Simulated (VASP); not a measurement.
# AlCr2C (P6_3/mmc) in VASP: a series of runs, part 2 of 2

VASP 6.6.1. Earlier steps stand in the parts before.

## 3. Single point, PBEsol (10.46 Å³/atom)

This run uses another cell than the first one, of 10.46 Å³/atom.

INCAR reads:

```
PREC     = Accurate       # precision mode
ENCUT    = 520            # plane-wave cutoff, eV
EDIFF    = 1E-7           # SCF threshold, eV
ISMEAR   = 0              # smearing method
SIGMA    = 0.1            # smearing width, eV
LREAL    = F              # projectors in reciprocal space
LASPH    = T              # aspherical terms in the spheres
NELM     = 100            # most SCF steps
ALGO     = Normal         # electronic algorithm
ISIF     = 2              # what is computed and relaxed
LWAVE    = F              # write WAVECAR
LCHARG   = F              # write CHGCAR
GGA      = PS             # functional
NBANDS   = 41             # bands
```

KPOINTS reads:

```
Automatic mesh
0
Gamma
  12 12 4
```

POSCAR reads:

```
AlCr2C
1.0
    2.7843494272      0.0000000000      0.0000000000
   -1.3921747136      2.4113173369      0.0000000000
    0.0000000000      0.0000000000     12.4631327281
Al Cr C
2 4 2
Direct
    0.6666666667      0.3333333333      0.2500000000
    0.3333333333      0.6666666667      0.7500000000
    0.3333333333      0.6666666667      0.4144969776
    0.6666666667      0.3333333333      0.9144969776
    0.6666666667      0.3333333333      0.5855030224
    0.3333333333      0.6666666667      0.0855030224
    0.0000000000      0.0000000000      0.5000000000
    0.0000000000      0.0000000000      0.0000000000
```

Potentials or basis: VASP PAW PBE potentials, release 64 (Al, Cr_pv, C).

Run with:

```
cat potpaw_PBE.64/Al/POTCAR potpaw_PBE.64/Cr_pv/POTCAR potpaw_PBE.64/C/POTCAR > POTCAR
mpirun -np 1 vasp_std > vasp.out
```

OUTCAR:

```text
PREC = Accurate
   ENCUT = 520
   EDIFF = 1E-7
   ISMEAR = 0
   LREAL = F
   LASPH = T
   NELM = 100
   ISIF = 2
   GGA = PS

 ion  position               nearest neighbor table
   1  0.667  0.333  0.250-   3 2.61   6 2.61   3 2.61   6 2.61   3 2.61   6 2.61
   2  0.333  0.667  0.750-   4 2.61   5 2.61   4 2.61   5 2.61   4 2.61   5 2.61
   3  0.333  0.667  0.414-   7 1.93   7 1.93   7 1.93   1 2.61   1 2.61   1 2.61   5 2.67   5 2.67
                             5 2.67
   4  0.667  0.333  0.914-   8 1.93   8 1.93   8 1.93   2 2.61   2 2.61   2 2.61   6 2.67   6 2.67
                             6 2.67
   5  0.667  0.333  0.586-   7 1.93   7 1.93   7 1.93   2 2.61   2 2.61   2 2.61   3 2.67   3 2.67
[... 1277 lines left out ...]
  in kB       67.6621730     67.6621730     65.8842357      0.0000000      0.0000000      0.0000000
  external PRESSURE =      67.0695272 kB  Pullay stress =       0.0000000 kB

 VOLUME and BASIS-vectors are now :
 -----------------------------------------------------------------------------
  energy-cutoff  :      520.00
  volume of cell :       83.68
      direct lattice vectors                 reciprocal lattice vectors
     2.784349427  0.000000000  0.000000000     0.359150324  0.207355536  0.000000000
    -1.392174714  2.411317337  0.000000000     0.000000000  0.414711073  0.000000000
     0.000000000  0.000000000 12.463132728     0.000000000  0.000000000  0.080236649

 POSITION                                       TOTAL-FORCE (eV/Angst)
 -----------------------------------------------------------------------------------
      1.39217      0.80377      3.11578         0.000000     -0.000000      0.000000
     -0.00000      1.60754      9.34735         0.000000     -0.000000     -0.000000
     -0.00000      1.60754      5.16593        -0.000000      0.000000     -0.039298
      1.39217      0.80377     11.39750        -0.000000     -0.000000     -0.039298
      1.39217      0.80377      7.29720         0.000000     -0.000000      0.039298
     -0.00000      1.60754      1.06564         0.000000      0.000000      0.039298
      0.00000      0.00000      6.23157         0.000000     -0.000000      0.000000
      0.00000      0.00000      0.00000         0.000000     -0.000000      0.000000
 -----------------------------------------------------------------------------------
    total drift:                               -0.000000      0.000000     -0.000000

  FREE ENERGIE OF THE ION-ELECTRON SYSTEM (eV)
  ---------------------------------------------------
  free  energy   TOTEN  =       -70.2183621720 eV

  energy  without entropy=      -70.1889630765  energy(sigma->0) =      -70.20366262
```

OSZICAR:

```text
N       E                     dE             d eps       ncg     rms          rms(c)
DAV:   1     0.747000958836E+03    0.74700E+03   -0.33557E+04  4682   0.172E+03
DAV:   2    -0.198797006842E+02   -0.76688E+03   -0.73758E+03  4692   0.516E+02
DAV:   3    -0.841764031689E+02   -0.64297E+02   -0.62226E+02  5988   0.149E+02
DAV:   4    -0.862907143271E+02   -0.21143E+01   -0.20833E+01  5828   0.250E+01
DAV:   5    -0.863334503281E+02   -0.42736E-01   -0.42689E-01  5900   0.385E+00    0.477E+01
DAV:   6    -0.767619065640E+02    0.95715E+01   -0.21167E+02  6145   0.976E+01    0.207E+01
DAV:   7    -0.709570876246E+02    0.58048E+01   -0.67268E+01  5867   0.589E+01    0.106E+01
DAV:   8    -0.702926434189E+02    0.66444E+00   -0.47676E+00  5618   0.137E+01    0.309E+00
DAV:   9    -0.702229106657E+02    0.69733E-01   -0.48562E-01  6117   0.430E+00    0.788E-01
DAV:  10    -0.702188515972E+02    0.40591E-02   -0.31959E-02  5590   0.141E+00    0.277E-01
DAV:  11    -0.702183887070E+02    0.46289E-03   -0.37442E-03  6519   0.297E-01    0.947E-02
DAV:  12    -0.702183627023E+02    0.26005E-04   -0.28955E-04  6419   0.133E-01    0.257E-02
DAV:  13    -0.702183641269E+02   -0.14246E-05   -0.28762E-05  6262   0.387E-02    0.104E-02
DAV:  14    -0.702183621525E+02    0.19744E-05   -0.21919E-06  6812   0.141E-02    0.199E-03
DAV:  15    -0.702183621720E+02   -0.19526E-07   -0.27460E-07  4457   0.389E-03
   1 F= -.70218362E+02 E0= -.70203663E+02  d E =-.293991E-01
```

Wall time 2 min (1 thread of AMD EPYC 9R45 (Zen 5), shared host); peak memory 0.29 GiB.

What came out:

| Property | Result |
| --- | --- |
| Free energy | -70.2184 eV |
| Pressure | 6.7 GPa |
| Largest force | 0.039 eV/Å |
| Band gap on the k mesh | zero (bands 31 and 32 overlap by 0.91 eV) |

Forces in eV/Å, atoms in the order of the input:
```
Al   0.000  0.000  0.000
Al   0.000  0.000  0.000
Cr   0.000  0.000 -0.039
Cr   0.000  0.000 -0.039
Cr   0.000  0.000  0.039
Cr   0.000  0.000  0.039
C    0.000  0.000  0.000
C    0.000  0.000  0.000
```

Levels at points of the mesh, in eV from the Fermi level:
| k point | band 29 | band 30 | band 31 | band 32 | band 33 | band 34 |
| --- | --- | --- | --- | --- | --- | --- |
| (0.00, 0.00, 0.00) | -1.10 | -1.10 | -0.21 | -0.21 | -0.18 | -0.18 |
| (0.50, 0.00, 0.00) | 0.14 | 0.33 | 0.45 | 0.46 | 0.93 | 0.95 |
| (0.00, 0.00, 0.50) | -1.11 | -1.11 | -0.19 | -0.19 | -0.19 | -0.19 |
| (0.50, 0.00, 0.50) | 0.31 | 0.31 | 0.38 | 0.38 | 0.94 | 0.94 |

Caveat: the cell stands under pressure; the PAW data sets were made with another functional, which shifts forces and pressure a little; the run has no spin polarisation, though such a crystal can be magnetic.

## 4. Single point, PBEsol

This run uses another cell than the first one, of 10.78 Å³/atom.

INCAR reads:

```
SYSTEM = AlCr2C
  ALGO = Normal
  EDIFF = 1E-6
  ENCUT = 520
  GGA = PS
  ISIF = 2
  ISMEAR = 0
  LASPH = .TRUE.
  LCHARG = .TRUE.
  LELF = .TRUE.
  LREAL = .FALSE.
  LVHAR = .TRUE.
  LWAVE = .FALSE.
  NBANDS = 41
  NELM = 80
  PREC = Accurate
  SIGMA = 0.1
```

KPOINTS reads:

```
k-points
0
G
  12 12 4
  0 0 0
```

POSCAR reads:

```
AlCr2C
1.0
    2.8135926137      0.0000000000      0.0000000000
   -1.4067963069      2.4366426794      0.0000000000
    0.0000000000      0.0000000000     12.5828937491
Al Cr C
2 4 2
Direct
    0.6666666667      0.3333333333      0.2500000000
    0.3333333333      0.6666666667      0.7500000000
    0.3333333333      0.6666666667      0.4156140101
    0.6666666667      0.3333333333      0.9156140101
    0.6666666667      0.3333333333      0.5843859899
    0.3333333333      0.6666666667      0.0843859899
    0.0000000000      0.0000000000      0.5000000000
    0.0000000000      0.0000000000      0.0000000000
```

Run with:

```
cat potpaw_PBE.64/Al/POTCAR potpaw_PBE.64/Cr_pv/POTCAR potpaw_PBE.64/C/POTCAR > POTCAR
mpirun -np 1 vasp_std > vasp.out
```

Wall time 2 min (1 thread of AMD EPYC 9R45 (Zen 5), shared host); peak memory 0.29 GiB.

The run converged. Its results:

```
Free energy            : -70.2714 eV
Pressure               : 0.1 GPa
Largest force          : 0.030 eV/Å
Band gap on the k mesh : zero (bands 31 and 32 overlap by 0.89 eV)
```

Forces in eV/Å, atoms in the order of the input:
```
Al   0.000  0.000  0.000
Al   0.000  0.000  0.000
Cr   0.000  0.000 -0.030
Cr   0.000  0.000 -0.030
Cr   0.000  0.000  0.030
Cr   0.000  0.000  0.030
C    0.000  0.000  0.000
C    0.000  0.000  0.000
```

Stress tensor (GPa, compression positive):
```
0.19 0.00 0.00
0.00 0.19 0.00
0.00 0.00 0.04
```

Levels at points of the mesh, in eV from the Fermi level:
```csv
k point,band 29,band 30,band 31,band 32,band 33,band 34
"(0.00, 0.00, 0.00)",-1.09,-1.09,-0.21,-0.21,-0.18,-0.18
"(0.50, 0.00, 0.00)",0.14,0.33,0.43,0.45,0.86,0.87
"(0.00, 0.00, 0.50)",-1.10,-1.10,-0.19,-0.19,-0.19,-0.19
"(0.50, 0.00, 0.50)",0.30,0.30,0.39,0.39,0.86,0.86
```

Caveat: the PAW data sets were made with another functional, which shifts forces and pressure a little; the run has no spin polarisation, though such a crystal can be magnetic. Spin polarisation is off, so any magnetic state and its effect on volume and gap are missing.

## 5. Overview

```tsv
cell	gap on the mesh (eV)	pressure (GPa)	largest force (eV/Å)
a = 2.754, b = 2.754, c = 12.345 Å, angles 90.0, 90.0, 120.0°, 8 atoms, atomic positions A	none	14.4	0.04
a = 2.784, b = 2.784, c = 12.463 Å, angles 90.0, 90.0, 120.0°, 8 atoms, atomic positions B	none	6.7	0.04
a = 2.814, b = 2.814, c = 12.583 Å, angles 90.0, 90.0, 120.0°, 8 atoms, atomic positions C	none	0.1	0.03
```

Alike in all rows: task single point; level PBEsol; potentials or basis VASP PAW PBE potentials, release 64 (Al, Cr_pv, C); no spin polarisation; k mesh 12 × 12 × 4; cutoff (eV) 520; smearing gaussian 0.1 eV.

Caveats: the PAW data sets were made with another functional, which shifts forces and pressure a little; the run has no spin polarisation, though such a crystal can be magnetic; the cell stands under pressure (at least some runs).

Absolute energies hang on the potentials; compare differences alone.
